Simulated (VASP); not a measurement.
# In4TeS (P-6m2) in VASP: relaxation of cell and atoms with PBE

Aim: the relaxation of cell and atoms of In4TeS with PBE.

Program: VASP 6.6.1. These are calculated values, not measurements. Logs are shortened: lines on timing, memory, paths and dates and some standing lists are left out, and cuts for length are marked.

**1. The cell of the first run**

The structure is hexagonal, space group P-6m2 (No. 187). The conventional cell has a = 7.646 Å, b = 7.646 Å, c = 6.190 Å, α = 90.00°, β = 90.00°, γ = 120.00°. In (site symmetry mm2) has 1 S at 2.59 Å and 2 In at 3.16 Å within 3.4 Å. In (site symmetry -6m2) has 2 S at 3.09 Å and 6 In at 4.04 Å within 4.1 Å. Within 5.0 Å of Te (site symmetry -6m2) lie 6 In at 3.84 Å and 3 S at 4.41 Å. Within 3.4 Å of S (site symmetry -6m2) lie 5 In at 2.59 to 3.09 Å.

The cell was generated, and may not be a known phase.

**2. Relaxation of cell and atoms, PBE**

File INCAR:

```
SYSTEM = In4TeS
ALGO     = Normal         ! electronic algorithm
EDIFF    = 1E-7           ! SCF threshold, eV
EDIFFG   = -0.01          ! ionic threshold
ENCUT    = 600            ! plane-wave cutoff, eV
GGA      = PE             ! functional
IBRION   = 2              ! ionic algorithm
ISIF     = 3              ! what is computed and relaxed
ISMEAR   = 0              ! smearing method
LASPH    = .TRUE.         ! aspherical terms in the spheres
LCHARG   = .FALSE.        ! write CHGCAR
LREAL    = .FALSE.        ! projectors in reciprocal space
LWAVE    = .FALSE.        ! write WAVECAR
NELM     = 80             ! most SCF steps
NSW      = 100            ! ionic steps
PREC     = Accurate       ! precision mode
SIGMA    = 0.1            ! smearing width, eV
```

File KPOINTS:

```
k-points
0
G
  6 6 6
  0 0 0
```

File POSCAR:

```
In4TeS
1.0
    7.6455672023      0.0000000000      0.0000000000
   -3.8227836011      6.6212554236      0.0000000000
    0.0000000000      0.0000000000      6.1896766858
In Te S
4 1 1
Direct
    0.5290745268      0.4709254732      0.5000000000
    0.5290745268      0.0581490536      0.5000000000
    0.9418509464      0.4709254732      0.5000000000
    0.3333333333      0.6666666667      0.0000000000
    0.0000000000      0.0000000000      0.5000000000
    0.3333333333      0.6666666667      0.5000000000
```

Potentials or basis: VASP PAW PBE potentials, release 64 (In_d, Te, S).

Launch:

```
$ cat potpaw_PBE.64/In_d/POTCAR potpaw_PBE.64/Te/POTCAR potpaw_PBE.64/S/POTCAR > POTCAR
$ mpirun -np 1 vasp_std > vasp.out
```

OUTCAR:

```text
SYSTEM = In4TeS
   EDIFF = 1E-7
   EDIFFG = -0.01
   ENCUT = 600
   GGA = PE
   IBRION = 2
   ISIF = 3
   ISMEAR = 0
   LASPH = .TRUE.
   LREAL = .FALSE.
   NELM = 80
   NSW = 100
   PREC = Accurate

 ion  position               nearest neighbor table
   1  0.529  0.471  0.500-   6 2.59   3 3.16   2 3.16   5 3.84   5 3.84
   2  0.529  0.058  0.500-   6 2.59   1 3.16   3 3.16   5 3.84   5 3.84
   3  0.942  0.471  0.500-   6 2.59   1 3.16   2 3.16   5 3.84   5 3.84
   4  0.333  0.667  0.000-   6 3.09   6 3.09
   5  0.000  0.000  0.500-   2 3.84   2 3.84   3 3.84   3 3.84   1 3.84   1 3.84
   6  0.333  0.667  0.500-   3 2.59   2 2.59   1 2.59   4 3.09   4 3.09

  LATTYP: Found a hexagonal cell.
 ALAT       =     7.6455672023
 C/A-ratio  =     0.8095771735

  Lattice vectors:

 A1 = (   7.6455672023,   0.0000000000,   0.0000000000)
 A2 = (  -3.8227836011,   6.6212554236,   0.0000000000)
 A3 = (   0.0000000000,   0.0000000000,   6.1896766858)

Analysis of symmetry for initial positions (statically):
=====================================================================
 Subroutine PRICEL returns:
 Original cell was already a primitive cell.

 Routine SETGRP: Setting up the symmetry group for a
 hexagonal supercell.

 Subroutine GETGRP returns: Found 12 space group operations
 (whereof 12 operations were pure point group operations)
 out of a pool of 24 trial point group operations.

The static configuration has the point symmetry D_3h.

Analysis of symmetry for dynamics (positions and initial velocities):
=====================================================================
 Subroutine PRICEL returns:
 Original cell was already a primitive cell.

 Routine SETGRP: Setting up the symmetry group for a
 hexagonal supercell.

 Subroutine GETGRP returns: Found 12 space group operations
 (whereof 12 operations were pure point group operations)
 out of a pool of 24 trial point group operations.

The dynamic configuration has the point symmetry D_3h.

 Subroutine INISYM returns: Found 12 space group operations
 (whereof 12 operations are pure point group operations),
 and found     1 'primitive' translations

----------------------------------------------------------------------------------------

                                     Primitive cell

  volume of cell :     313.3416

  direct lattice vectors                    reciprocal lattice vectors
     7.645567202  0.000000000  0.000000000     0.130794743  0.075514380  0.000000000
    -3.822783601  6.621255424  0.000000000     0.000000000  0.151028761  0.000000000
     0.000000000  0.000000000  6.189676686     0.000000000  0.000000000  0.161559327

  length of vectors
     7.645567202  7.645567202  6.189676686     0.151028761  0.151028761  0.161559327

  position of ions in fractional coordinates (direct lattice)
     0.529074527  0.470925473  0.500000000
     0.529074527  0.058149054  0.500000000
     0.941850946  0.470925473  0.500000000
     0.333333333  0.666666667  0.000000000
     0.000000000  0.000000000  0.500000000
     0.333333333  0.666666667  0.500000000

  ion indices of the primitive-cell ions
   primitive index   ion index
                 1           1
                 2           2
                 3           3
                 4           4
                 5           5
                 6           6

----------------------------------------------------------------------------------------

 KPOINTS: k-points

Automatic generation of k-mesh.
 Grid dimensions read from file:
 generate k-points for:    6    6    6

 Generating k-lattice:

  Cartesian coordinates                     Fractional coordinates (reciprocal lattice)
     0.021799124  0.012585730  0.000000000     0.166666667  0.000000000  0.000000000
     0.000000000  0.025171460  0.000000000     0.000000000  0.166666667  0.000000000
     0.000000000  0.000000000  0.026926555     0.000000000  0.000000000  0.166666667

  Length of vectors
     0.025171460  0.025171460  0.026926555

  Shift w.r.t. Gamma in fractional coordinates (k-lattice)
     0.000000000  0.000000000  0.000000000

 Subroutine IBZKPT returns following result:
 ===========================================

 Found     28 irreducible k-points:

 Following reciprocal coordinates:
            Coordinates               Weight
  0.000000  0.000000  0.000000      1.000000
  0.166667  0.000000  0.000000      6.000000
  0.333333  0.000000  0.000000      6.000000
  0.500000  0.000000  0.000000      3.000000
  0.166667  0.166667  0.000000      6.000000
  0.333333  0.166667  0.000000     12.000000
[... 16 lines left out ...]
  0.166667  0.000000  0.500000      6.000000
  0.333333  0.000000  0.500000      6.000000
 [... further k-points ...]
   k-points           NKPTS =     28   k-points in BZ     NKDIM =     28   number of bands    NBANDS=     38
   number of dos      NEDOS =    301   number of ions     NIONS =      6
   total plane-waves  NPLWV = 204800
   dimension x,y,z NGX =    64 NGY =   64 NGZ =   50
   dimension x,y,z NGXF=   128 NGYF=  128 NGZF=  100
   ions per type =               4   1   1
   NGX,Y,Z   is equivalent  to a cutoff of  13.92, 13.92, 13.43 a.u.
   NGXF,Y,Z  is equivalent  to a cutoff of  27.83, 27.83, 26.86 a.u.
 SYSTEM =  In4TeS
   PREC   = accura    normal or accurate (medium, high low for compatibility)
   ISTART =      0    job   : 0-new  1-cont  2-samecut
   ICHARG =      2    charge: 1-file 2-atom 10-const
   ISPIN  =      1    spin polarized calculation?
   LNONCOLLINEAR =      F non collinear calculations
   LSORBIT =      F    spin-orbit coupling
   LASPH  =      T    aspherical Exc in radial PAW
   ENCUT  =  600.0 eV  44.10 Ry    6.64 a.u.  15.27 15.27 12.36*2*pi/ulx,y,z
   NELM   =     80;   NELMIN=  2; NELMDL= -5     # of ELM steps
   EDIFF  = 0.1E-06   stopping-criterion for ELM
   LREAL  =      F    real-space projection
   EDIFFG = -.1E-01   stopping-criterion for IOM
   NSW    =    100    number of steps for IOM
   IBRION =      2    ionic relax: 0-MD 1-quasi-New 2-CG
   NFREE  =      1    steps in history (QN), initial steepest desc. (CG)
   ISIF   =      3    stress and relaxation
   ISYM   =      2    0-nonsym 1-usesym 2-fastsym
   POTIM  = 0.5000    time-step for ionic-motion
   TEBEG  =    0.0;   TEEND  =   0.0 temperature during run
   PSTRESS=    0.0 pullay stress
   NELECT =      64.0000    total number of electrons
   NUPDOWN=      -1.0000    fix difference up-down
   EMIN   =  10.00;   EMAX   =-10.00  energy-range for DOS
   EFERMI =   0.00;   METHOD = LEGACY
   ISMEAR =     0;   SIGMA  =   0.10  broadening in eV -4-tet -1-fermi 0-gaus
   EFERMI_NEDOS =   21; number of points for ismear=-14 and -15
   IALGO  =     38    algorithm
   IMIX   =      4    mixing-type and parameters
     AMIX     =   0.40;   BMIX     =  1.00
     AMIX_MAG =   1.60;   BMIX_MAG =  1.00
  volume/ion in A,a.u.               =      52.22       352.42
  Fermi-wavevector in a.u.,A,eV,Ry     =   0.964115  1.821913 12.646855  0.929518
  Thomas-Fermi vector in A             =   2.093719
   LORBIT       =      0    0 simple, 1 ext, 2 COOP (PROOUT), +10 PAW based schemes
   GGA     = PE    functional components
   LHFCALC =     F    Hartree Fock is set to
   AEXX    =    0.0000 exact exchange contribution
   IVDW    =     0    specifies the selected vdW correction
   LEPSILON=     F    determine dielectric tensor
   LRPA    =     F    only Hartree local field effects (RPA)
 conjugate gradient relaxation of ions
 non-spin polarized calculation
 Gauss-broadening in eV      SIGMA  =   0.10
  energy-cutoff  :      600.00
  volume of cell :      313.34
 maximum number of plane-waves:     10501
 NGX is ok and might be reduce to    64
   NGX = 31   NGY = 31   NGZ = 25

--------------------------------------- Ionic step        1  -------------------------------------------

 number of electron      64.0000013 magnetization

 Free energy of the ion-electron system (eV)
  ---------------------------------------------------
  ext. energy  EPLUGINS =         0.00000000
  ---------------------------------------------------
  free energy    TOTEN  =       -15.54315893 eV

  energy without entropy =      -15.49817871  energy(sigma->0) =      -15.52066882

------------------------ aborting loop because EDIFF is reached ----------------------------------------

  FORCE on cell =-STRESS in cart. coord.  units (eV):
  Direction    XX          YY          ZZ          XY          YZ          ZX
  --------------------------------------------------------------------------------------
  -------------------------------------------------------------------------------------
  Total       -0.0673886     -0.0673886      0.0478542     -0.0000000      0.0000000      0.0000000
  in kB       -0.3445711     -0.3445711      0.2446878     -0.0000000      0.0000000      0.0000000
  external PRESSURE =      -0.1481514 kB  Pullay stress =       0.0000000 kB
[... 65 lines left out ...]
  energy  without entropy=      -15.4981992771  energy(sigma->0) =      -15.52072370

--------------------------------------- Ionic step        3  -------------------------------------------

 number of electron      64.0000013 magnetization

 Free energy of the ion-electron system (eV)
  ---------------------------------------------------
  ext. energy  EPLUGINS =         0.00000000
  ---------------------------------------------------
  free energy    TOTEN  =       -15.54330188 eV

  energy without entropy =      -15.49817443  energy(sigma->0) =      -15.52073816

 E-fermi :   1.3400     XC(G=0):  -6.6489

 val. band max:        1.3389643515   @ k =   0.3333   0.3333   0.1667
 cond. band min:       1.3425465112   @ k =   0.0000   0.0000   0.3333
 fundamental gap:      0.0035821597
 Fermi energy:         1.3400388191

 k-point     1 :       0.0000    0.0000    0.0000
  band No.  band energies     occupation
      1     -13.7118      2.00000
      2     -13.7118      2.00000
      3     -13.6823      2.00000
      4     -13.6392      2.00000
      5     -13.6392      2.00000
      6     -13.3677      2.00000
[... 973 lines left out ...]
     37       3.6851      0.00000
     38       4.4183      0.00000

 [... further k-points ...]

------------------------ aborting loop because EDIFF is reached ----------------------------------------

  FORCE on cell =-STRESS in cart. coord.  units (eV):
  Direction    XX          YY          ZZ          XY          YZ          ZX
  --------------------------------------------------------------------------------------
  -------------------------------------------------------------------------------------
  Total       -0.0039311     -0.0039311      0.0155911     -0.0000000      0.0000000     -0.0000000
  in kB       -0.0201305     -0.0201305      0.0798388     -0.0000000      0.0000000     -0.0000000
  external PRESSURE =       0.0131926 kB  Pullay stress =       0.0000000 kB
[... 21 lines left out ...]
  FREE ENERGIE OF THE ION-ELECTRON SYSTEM (eV)
  ---------------------------------------------------
  free  energy   TOTEN  =       -15.5433018791 eV

  energy  without entropy=      -15.4981744343  energy(sigma->0) =      -15.52073816

 reached required accuracy - stopping structural energy minimisation
```

Run time: 40 min. Hardware: 1 thread of Intel Xeon 8259CL, shared host; peak memory 0.76 GiB.

Results:

```yaml
Free_energy: -15.5433 eV
Relaxed_volume: 52.15 Å³/atom
Relaxed_cell: a = 7.637 Å, b = 7.637 Å, c = 6.195 Å, α = 90.00°, β = 90.00°, γ = 120.00°
Space_group_after_relaxing_to_0.1_Å: P-6m2 (No. 187)
Energy_gained_by_relaxing: 0.0 meV/atom
Ionic_steps: 3
Pressure_after_relaxing: 0.0 GPa
Largest_force_after_relaxing: 0.010 eV/Å
Band_gap_on_the_k_mesh: zero (bands 32 and 33 overlap by 0.09 eV)
```

Forces on the atoms (eV/Å):
```
In   0.008 -0.005  0.000
In   0.000  0.010  0.000
In  -0.008 -0.005  0.000
In   0.000  0.000  0.000
Te   0.000  0.000  0.000
S    0.000  0.000  0.000
```

The path:
```
step  energy change (eV)  largest force (eV/Å)  pressure (GPa)  volume (Å³)
   1              0.0000                0.0106           -0.01       313.34
   2             -0.0001                0.0101           -0.01       313.12
   3             -0.0001                0.0097            0.00       312.88
```

Final structure:
```xyz
6
Lattice="7.6368 0.0000 0.0000 -3.8184 6.6136 0.0000 0.0000 0.0000 6.1947" Properties=species:S:1:pos:R:3 pbc="T T T"
In    2.2432    3.1140    3.0974
In    3.8184    0.3857    3.0974
In    5.3936    3.1140    3.0974
In    0.0000    4.4091    0.0000
Te    0.0000    0.0000    3.0974
S     0.0000    4.4091    3.0974
```

Levels at points of the mesh, in eV from the Fermi level:
| k point | band 29 | band 30 | band 31 | band 32 | band 33 | band 34 | band 35 | band 36 |
| --- | --- | --- | --- | --- | --- | --- | --- | --- |
| (0.00, 0.00, 0.00) | -2.13 | -0.37 | -0.03 | -0.03 | 1.47 | 1.70 | 1.70 | 1.96 |
| (0.50, 0.00, 0.00) | -1.34 | -0.34 | -0.33 | -0.12 | 0.81 | 1.16 | 1.53 | 1.57 |
| (0.00, 0.00, 0.50) | -1.02 | -0.66 | 0.02 | 0.02 | 0.43 | 0.43 | 0.95 | 1.45 |
| (0.50, 0.00, 0.50) | -1.01 | -0.86 | -0.29 | -0.10 | -0.07 | 0.32 | 1.34 | 2.02 |

Caveat: spin-orbit coupling is left out, which moves the levels of the heavy elements.
